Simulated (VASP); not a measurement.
A run of VASP 6.6.1 is set up as follows.

File INCAR:

```
SYSTEM = TlBi3
PREC     = Accurate       ! precision mode
ENCUT    = 520            ! plane-wave cutoff, eV
EDIFF    = 1E-6           ! SCF threshold, eV
ISMEAR   = 1              ! smearing method
SIGMA    = 0.01           ! smearing width, eV
LREAL    = .False.        ! projectors in reciprocal space
LASPH    = .True.         ! aspherical terms in the spheres
NELM     = 80             ! most SCF steps
ALGO     = Normal         ! electronic algorithm
ISIF     = 2              ! what is computed and relaxed
LWAVE    = .False.        ! write WAVECAR
LCHARG   = .True.         ! write CHGCAR
LELF     = .True.         ! ELF
LVHAR    = .True.       
NBANDS   = 37             ! bands
```

File KPOINTS:

```
regular mesh
0
Gamma
  5 5 5
  0 0 0
```

Contents of POSCAR:

```
TlBi3
1.0
    5.0351450000      0.0000000000      0.0000000000
    0.0000000000      5.0351450000      0.0000000000
    0.0000000000      0.0000000000      5.0351450000
Tl Bi
1 3
Direct
    0.0000000000      0.0000000000      0.0000000000
    0.0000000000      0.5000000000      0.5000000000
    0.5000000000      0.0000000000      0.5000000000
    0.5000000000      0.5000000000      0.0000000000
```

Potentials or basis: VASP PAW LDA potentials, release 64 (Tl_d, Bi_d).

The run is started by

```sh
$ cat potpaw_LDA.64/Tl_d/POTCAR potpaw_LDA.64/Bi_d/POTCAR > POTCAR
$ mpirun -np 1 vasp_std > vasp.out
```

What does it give for the band gap on the k mesh?

Zero (band 29 reaches 9.08 eV, above the bottom of band 30 at 6.28 eV).

What does it give for the pressure?

-3.9 GPa.

Caveat: spin-orbit coupling is left out, which moves the levels of the heavy elements.
